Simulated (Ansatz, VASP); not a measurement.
Two plane-wave programs on W

Contents of INCAR:

```
SYSTEM = W
  ALGO = Fast
  EDIFF = 1E-7
  ENCUT = 520
  GGA = PS
  ISIF = 2
  ISMEAR = 0
  LASPH = .TRUE.
  LCHARG = .TRUE.
  LELF = .TRUE.
  LREAL = .FALSE.
  LVHAR = .TRUE.
  LWAVE = .FALSE.
  NBANDS = 13
  NELM = 80
  PREC = Accurate
  SIGMA = 0.15
```

Contents of KPOINTS:

```
k-points
0
G
  26 26 26
  0 0 0
```

File POSCAR:

```
W
1.0
    0.0000000000      2.0289807034      1.9390258939
    2.0289807034      0.0000000000      1.9390258939
    2.0289807034      2.0289807034      0.0000000000
W
1
Direct
    0.0000000000      0.0000000000      0.0000000000
```

Input for Ansatz:

```yaml
crystal:
  lattice:
    - [0.0, 2.0289807034, 1.9390258939]
    - [2.0289807034, 0.0, 1.9390258939]
    - [2.0289807034, 2.0289807034, 0.0]
  atoms:
    - { symbol: W, position: [0.0, 0.0, 0.0] }
basis:
  ecutwfc: 420
kpoints:
  mp_grid: { grid: [26, 26, 26] }
hamiltonian:
  xc: pbesol
scf:
  occupations: { method: gaussian, width: 0.15 }
output:
  forces: true
  stress: true
  eigenvalues: true
```

Change from the starting cell: strain +0.015 along x and y, -0.030 along z, atoms carried along.

Alike in both runs: task single point; functional PBEsol; k mesh 26 × 26 × 26; occupations gaussian, width 0.15 eV; no spin polarisation.

|  | VASP | Ansatz |
| --- | --- | --- |
| version | VASP 6.6.1 | Ansatz 0.2.0 |
| potentials or method | VASP PAW PBE potentials, release 64 (W_sv), cutoff 520 eV | scalar-relativistic, plane waves, PAW |
| valence electrons in the cell | 14 | 14 |

|  | VASP | Ansatz | Ansatz less VASP |
| --- | --- | --- | --- |
| gap on the k mesh at the Fermi level (eV) | none | none | - |
| pressure (GPa) | 0.8 | 0.2 | -0.66 |
| traceless stress, the component that is largest in VASP (GPa) | -9.70 | -9.61 | +0.091 |

VASP's potentials were made for PBE, not for PBEsol. A gap of «none» marks a metal or a gap that the smearing closes.

Neither program's run includes spin-orbit coupling.
